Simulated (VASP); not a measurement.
# NiSb (Pm-3m) in VASP: further runs

NiSb is run at these levels: PBE; tasks: single point, relaxation of cell and atoms.

Program: VASP 6.6.1. These are calculated values, not measurements. Logs are shortened: lines on timing, memory, paths and dates and some standing lists are left out, and cuts for length are marked.

## 1. The cell of the first run

Symmetry: Pm-3m, No. 221, cubic system. The conventional cell has a = 3.263 Å, b = 3.263 Å, c = 3.263 Å, α = 90.00°, β = 90.00°, γ = 90.00°. Ni (site symmetry m-3m) has 8 Sb at 2.83 Å and 6 Ni at 3.26 Å within 3.7 Å. Within 3.7 Å of Sb (site symmetry m-3m) lie 8 Ni at 2.83 Å and 6 Sb at 3.26 Å.

## 2. Single point, PBE

The input, INCAR:

```
SYSTEM = NiSb
ALGO = Normal ; EDIFF = 1E-6
ENCUT = 520 ; GGA = PE
ISIF = 2 ; ISMEAR = 0
LASPH = .True. ; LCHARG = .False.
LREAL = .False. ; LWAVE = .False.
NBANDS = 14 ; NELM = 60
PREC = Accurate ; SIGMA = 0.1
```

The input, KPOINTS:

```
k-points
0
Gamma
  16 16 16
  0 0 0
```

The input, POSCAR:

```
NiSb
1.0
    3.2634270959      0.0000000000      0.0000000000
    0.0000000000      3.2634270959      0.0000000000
    0.0000000000      0.0000000000      3.2634270959
Ni Sb
1 1
Direct
    0.0000000000      0.0000000000      0.0000000000
    0.5000000000      0.5000000000      0.5000000000
```

Potentials or basis: VASP PAW PBE potentials, release 64 (Ni, Sb).

Launch:

```sh
cat potpaw_PBE.64/Ni/POTCAR potpaw_PBE.64/Sb/POTCAR > POTCAR
mpirun -np 1 vasp_std > vasp.out
```

OUTCAR:

```text
SYSTEM = NiSb
   EDIFF = 1E-6
   ENCUT = 520
   GGA = PE
   ISIF = 2
   ISMEAR = 0
   LASPH = .True.
   LREAL = .False.
   NELM = 60
   PREC = Accurate

 ion  position               nearest neighbor table
   1  0.000  0.000  0.000-   2 2.83   2 2.83   2 2.83   2 2.83   2 2.83   2 2.83   2 2.83   2 2.83

   2  0.500  0.500  0.500-   1 2.83   1 2.83   1 2.83   1 2.83   1 2.83   1 2.83   1 2.83   1 2.83

  LATTYP: Found a simple cubic cell.
 ALAT       =     3.2634270959

  Lattice vectors:

 A1 = (   3.2634270959,   0.0000000000,   0.0000000000)
 A2 = (   0.0000000000,   3.2634270959,   0.0000000000)
 A3 = (   0.0000000000,   0.0000000000,   3.2634270959)

Analysis of symmetry for initial positions (statically):
=====================================================================
 Subroutine PRICEL returns:
 Original cell was already a primitive cell.

 Routine SETGRP: Setting up the symmetry group for a
 simple cubic supercell.

 Subroutine GETGRP returns: Found 48 space group operations
 (whereof 48 operations were pure point group operations)
 out of a pool of 48 trial point group operations.

The static configuration has the point symmetry O_h .

Analysis of symmetry for dynamics (positions and initial velocities):
=====================================================================
 Subroutine PRICEL returns:
 Original cell was already a primitive cell.

 Routine SETGRP: Setting up the symmetry group for a
 simple cubic supercell.

 Subroutine GETGRP returns: Found 48 space group operations
 (whereof 48 operations were pure point group operations)
 out of a pool of 48 trial point group operations.

The dynamic configuration has the point symmetry O_h .

 Subroutine INISYM returns: Found 48 space group operations
 (whereof 48 operations are pure point group operations),
 and found     1 'primitive' translations

----------------------------------------------------------------------------------------

                                     Primitive cell

  volume of cell :      34.7554

  direct lattice vectors                    reciprocal lattice vectors
     3.263427096  0.000000000  0.000000000     0.306426334  0.000000000  0.000000000
     0.000000000  3.263427096  0.000000000     0.000000000  0.306426334  0.000000000
     0.000000000  0.000000000  3.263427096     0.000000000  0.000000000  0.306426334

  length of vectors
     3.263427096  3.263427096  3.263427096     0.306426334  0.306426334  0.306426334
[... 90 lines left out ...]
   TEBEG  =    0.0;   TEEND  =   0.0 temperature during run
   PSTRESS=    0.0 pullay stress
   NELECT =      15.0000    total number of electrons
   NUPDOWN=      -1.0000    fix difference up-down
   EMIN   =  10.00;   EMAX   =-10.00  energy-range for DOS
   EFERMI =   0.00;   METHOD = LEGACY
   ISMEAR =     0;   SIGMA  =   0.10  broadening in eV -4-tet -1-fermi 0-gaus
   EFERMI_NEDOS =   21; number of points for ismear=-14 and -15
   IALGO  =     38    algorithm
   IMIX   =      4    mixing-type and parameters
     AMIX     =   0.40;   BMIX     =  1.00
     AMIX_MAG =   1.60;   BMIX_MAG =  1.00
  volume/ion in A,a.u.               =      17.38       117.27
  Fermi-wavevector in a.u.,A,eV,Ry     =   1.237176  2.337923 20.825123  1.530603
  Thomas-Fermi vector in A             =   2.371754
   LORBIT       =      0    0 simple, 1 ext, 2 COOP (PROOUT), +10 PAW based schemes
   GGA     = PE    functional components
   LHFCALC =     F    Hartree Fock is set to
   AEXX    =    0.0000 exact exchange contribution
   IVDW    =     0    specifies the selected vdW correction
   LEPSILON=     F    determine dielectric tensor
   LRPA    =     F    only Hartree local field effects (RPA)
 non-spin polarized calculation
 Gauss-broadening in eV      SIGMA  =   0.10
  energy-cutoff  :      520.00
  volume of cell :       34.76
 maximum number of plane-waves:       968
   NGX = 13   NGY = 13   NGZ = 13

 number of electron      15.0000021 magnetization

 Free energy of the ion-electron system (eV)
  ---------------------------------------------------
  ext. energy  EPLUGINS =         0.00000000
  ---------------------------------------------------
  free energy    TOTEN  =        -9.38847645 eV

  energy without entropy =       -9.38288900  energy(sigma->0) =       -9.38568273

 E-fermi :  10.0035     XC(G=0): -11.5662

 val. band max:        9.9875338584   @ k =   0.2500   0.1875   0.0000
 cond. band min:      10.0197317614   @ k =   0.2500   0.1875   0.0625
 fundamental gap:      0.0321979029
 Fermi energy:        10.0034849682

 k-point     1 :       0.0000    0.0000    0.0000
  band No.  band energies     occupation
      1      -3.0774      2.00000
      2       7.7068      2.00000
      3       7.7068      2.00000
      4       8.7096      2.00000
      5       8.7096      2.00000
      6       8.7096      2.00000
      7      10.9262      0.00000
      8      10.9262      0.00000
      9      10.9262      0.00000
     10      14.4710      0.00000
     11      16.5523      0.00000
     12      16.5523      0.00000
     13      25.7169      0.00000
     14      25.7169      0.00000
[... 377 lines left out ...]
      1      -0.5362      2.00000
      2       2.8317      2.00000
      3       7.7250      2.00000
      4       7.9580      2.00000
      5       7.9731      2.00000
      6       8.6676      2.00000
      7       9.1285      2.00000
      8      12.5243      0.00000
      9      14.5008      0.00000
     10      15.1685      0.00000
     11      17.4018      0.00000
     12      17.9437      0.00000
     13      19.3304      0.00000
     14      19.5637      0.00000

 [... further k-points ...]

------------------------ aborting loop because EDIFF is reached ----------------------------------------

  FORCE on cell =-STRESS in cart. coord.  units (eV):
  Direction    XX          YY          ZZ          XY          YZ          ZX
  --------------------------------------------------------------------------------------
  -------------------------------------------------------------------------------------
  Total       -0.0072534     -0.0072534     -0.0072534      0.0000000      0.0000000     -0.0000000
  in kB       -0.3343703     -0.3343703     -0.3343703      0.0000000      0.0000000     -0.0000000
  external PRESSURE =      -0.3343703 kB  Pullay stress =       0.0000000 kB

 VOLUME and BASIS-vectors are now :
 -----------------------------------------------------------------------------
  energy-cutoff  :      520.00
  volume of cell :       34.76
      direct lattice vectors                 reciprocal lattice vectors
     3.263427096  0.000000000  0.000000000     0.306426334  0.000000000  0.000000000
     0.000000000  3.263427096  0.000000000     0.000000000  0.306426334  0.000000000
     0.000000000  0.000000000  3.263427096     0.000000000  0.000000000  0.306426334

 POSITION                                       TOTAL-FORCE (eV/Angst)
 -----------------------------------------------------------------------------------
      0.00000      0.00000      0.00000         0.000000      0.000000      0.000000
      1.63171      1.63171      1.63171         0.000000      0.000000      0.000000
 -----------------------------------------------------------------------------------
    total drift:                                0.000000      0.000000      0.000000

  FREE ENERGIE OF THE ION-ELECTRON SYSTEM (eV)
  ---------------------------------------------------
  free  energy   TOTEN  =        -9.3884764513 eV

  energy  without entropy=       -9.3828890014  energy(sigma->0) =       -9.38568273
```

Run time: 90 s. Hardware: 1 thread of Intel Xeon 8259CL, shared host; peak memory 0.21 GiB.

Results:

```
Free energy            : -9.3885 eV
Pressure               : 0.0 GPa
Band gap on the k mesh : zero (an odd number of electrons rules out a gap without spin polarisation)
```

Levels at points of the mesh, in eV from the Fermi level:
| k point | band 5 | band 6 | band 7 | band 8 | band 9 | band 10 |
| --- | --- | --- | --- | --- | --- | --- |
| (0.00, 0.00, 0.00) | -1.29 | -1.29 | 0.92 | 0.92 | 0.92 | 4.47 |
| (0.50, 0.00, 0.00) | -2.08 | -1.29 | -0.87 | 4.45 | 4.45 | 7.21 |
| (0.50, 0.50, 0.00) | -1.60 | -1.60 | -0.94 | -0.61 | 0.33 | 4.87 |
| (0.50, 0.50, 0.50) | -0.92 | -0.92 | 1.12 | 1.12 | 1.12 | 1.42 |

Caveat: spin-orbit coupling is left out, which moves the levels of the heavy elements; an odd number of electrons without spin polarisation forces a metal; a magnetic or distorted state may lie lower. Spin polarisation is off, so any magnetic state and its effect on volume and gap are missing.

## 3. Relaxation of cell and atoms, PBE

This run uses another cell than the first one, of 17.52 Å³/atom.

The input, INCAR:

```
PREC = Accurate
ENCUT = 600
EDIFF = 1E-6
ISMEAR = 0
SIGMA = 0.1
LREAL = F
LASPH = T
NELM = 80
ALGO = Normal
ISIF = 3
LWAVE = F
LCHARG = F
GGA = PE
IBRION = 2
NSW = 100
EDIFFG = -0.01
```

The input, KPOINTS:

```
regular mesh
0
Gamma
  16 16 16
```

The input, POSCAR:

```
NiSb
1.0
    3.2725163405      0.0000000000      0.0000000000
    0.0000000000      3.2725163405      0.0000000000
    0.0000000000      0.0000000000      3.2725163405
Ni Sb
1 1
Direct
    0.0000000000      0.0000000000      0.0000000000
    0.5000000000      0.5000000000      0.5000000000
```

Potentials or basis: VASP PAW PBE potentials, release 64 (Ni, Sb).

Launch:

```sh
cat potpaw_PBE.64/Ni/POTCAR potpaw_PBE.64/Sb/POTCAR > POTCAR
mpirun -np 1 vasp_std > vasp.out
```

OUTCAR:

```text
PREC = Accurate
   ENCUT = 600
   EDIFF = 1E-6
   ISMEAR = 0
   LREAL = F
   LASPH = T
   NELM = 80
   ISIF = 3
   GGA = PE
   IBRION = 2
   NSW = 100
   EDIFFG = -0.01

 ion  position               nearest neighbor table
   1  0.000  0.000  0.000-   2 2.83   2 2.83   2 2.83   2 2.83   2 2.83   2 2.83   2 2.83   2 2.83

   2  0.500  0.500  0.500-   1 2.83   1 2.83   1 2.83   1 2.83   1 2.83   1 2.83   1 2.83   1 2.83

  LATTYP: Found a simple cubic cell.
 ALAT       =     3.2725163405

  Lattice vectors:

 A1 = (   3.2725163405,   0.0000000000,   0.0000000000)
 A2 = (   0.0000000000,   3.2725163405,   0.0000000000)
 A3 = (   0.0000000000,   0.0000000000,   3.2725163405)

Analysis of symmetry for initial positions (statically):
=====================================================================
 Subroutine PRICEL returns:
[... 185 lines left out ...]
      2       7.6185      2.00000
      3       7.6185      2.00000
      4       8.6061      2.00000
      5       8.6061      2.00000
      6       8.6061      2.00000
      7      10.8009      0.00000
      8      10.8009      0.00000
      9      10.8009      0.00000
     10      14.2677      0.00000
     11      16.4135      0.00000
[... 393 lines left out ...]
--------------------------------------- Ionic step        3  -------------------------------------------

 number of electron      14.9999985 magnetization

 Free energy of the ion-electron system (eV)
  ---------------------------------------------------
  ext. energy  EPLUGINS =         0.00000000
  ---------------------------------------------------
  free energy    TOTEN  =        -9.38832632 eV

  energy without entropy =       -9.38275515  energy(sigma->0) =       -9.38554074

 E-fermi :  10.0163     XC(G=0): -11.5703

 val. band max:       10.0002068432   @ k =   0.2500   0.1875   0.0000
 cond. band min:      10.0324270263   @ k =   0.2500   0.1875   0.0625
 fundamental gap:      0.0322201831
 Fermi energy:        10.0162954110

 k-point     1 :       0.0000    0.0000    0.0000
  band No.  band energies     occupation
      1      -3.0723      2.00000
      2       7.7155      2.00000
      3       7.7155      2.00000
      4       8.7199      2.00000
      5       8.7199      2.00000
      6       8.7199      2.00000
      7      10.9389      0.00000
      8      10.9389      0.00000
      9      10.9389      0.00000
     10      14.4917      0.00000
     11      16.5661      0.00000
[... 351 lines left out ...]
  FREE ENERGIE OF THE ION-ELECTRON SYSTEM (eV)
  ---------------------------------------------------
  free  energy   TOTEN  =        -9.3883263248 eV

  energy  without entropy=       -9.3827551545  energy(sigma->0) =       -9.38554074

 reached required accuracy - stopping structural energy minimisation
```

OSZICAR:

```text
N       E                     dE             d eps       ncg     rms          rms(c)
DAV:   1     0.664269586548E+02    0.66427E+02   -0.67377E+03  3630   0.148E+03
DAV:   2    -0.702873117540E+01   -0.73456E+02   -0.69785E+02  3709   0.249E+02
DAV:   3    -0.984064849172E+01   -0.28119E+01   -0.26844E+01  4183   0.570E+01
DAV:   4    -0.989974511246E+01   -0.59097E-01   -0.58889E-01  4166   0.766E+00
[... 23 lines left out ...]
DAV:   2    -0.943021408588E+01   -0.31391E-01   -0.37518E-01  4178   0.115E+01    0.185E+00
DAV:   3    -0.938862678729E+01    0.41587E-01   -0.19002E-01  4147   0.823E+00    0.166E-01
DAV:   4    -0.938834157786E+01    0.28521E-03   -0.18934E-03  3741   0.510E-01    0.408E-02
DAV:   5    -0.938832686584E+01    0.14712E-04   -0.60210E-05  5374   0.109E-01    0.115E-02
DAV:   6    -0.938832632480E+01    0.54104E-06   -0.52102E-06  3689   0.261E-02
   3 F= -.93883263E+01 E0= -.93855407E+01  d E =-.953610E-03
```

Run time: 4.7 min. Hardware: 1 thread of Intel Xeon 8259CL, shared host; peak memory 0.25 GiB.

Results:

```yaml
Free_energy: -9.3883 eV
Relaxed_volume: 17.36 Å³/atom
Relaxed_cell: a = 3.263 Å, b = 3.263 Å, c = 3.263 Å, α = 90.00°, β = 90.00°, γ = 90.00°
Space_group_after_relaxing_to_0.1_Å: Pm-3m (No. 221)
Energy_gained_by_relaxing: 0.5 meV/atom
Ionic_steps: 3
Pressure_after_relaxing: 0.1 GPa
Band_gap_on_the_k_mesh: zero (an odd number of electrons rules out a gap without spin polarisation)
```

Step by step:
```
step  energy change (eV)  largest force (eV/Å)  pressure (GPa)  volume (Å³)
   1              0.0000                0.0000           -0.96        35.05
   2             -0.0005                0.0000            0.76        34.52
   3             -0.0010                0.0000            0.06        34.73
```

Final structure:
```cif
data_structure
_symmetry_space_group_name_H-M 'P 1'
_symmetry_Int_Tables_number 1
_cell_length_a 3.2625
_cell_length_b 3.2625
_cell_length_c 3.2625
_cell_angle_alpha 90.000
_cell_angle_beta 90.000
_cell_angle_gamma 90.000
_cell_volume 34.73
loop_
_atom_site_label
_atom_site_type_symbol
_atom_site_fract_x
_atom_site_fract_y
_atom_site_fract_z
_atom_site_occupancy
Ni1 Ni 0.00000 0.00000 0.00000 1
Sb1 Sb 0.50000 0.50000 0.50000 1
```

Caveat: spin-orbit coupling is left out, which moves the levels of the heavy elements; an odd number of electrons without spin polarisation forces a metal; a magnetic or distorted state may lie lower. Spin polarisation is off, so any magnetic state and its effect on volume and gap are missing.

The gap in the log of VASP goes by the Fermi energy; the results here count the filled bands.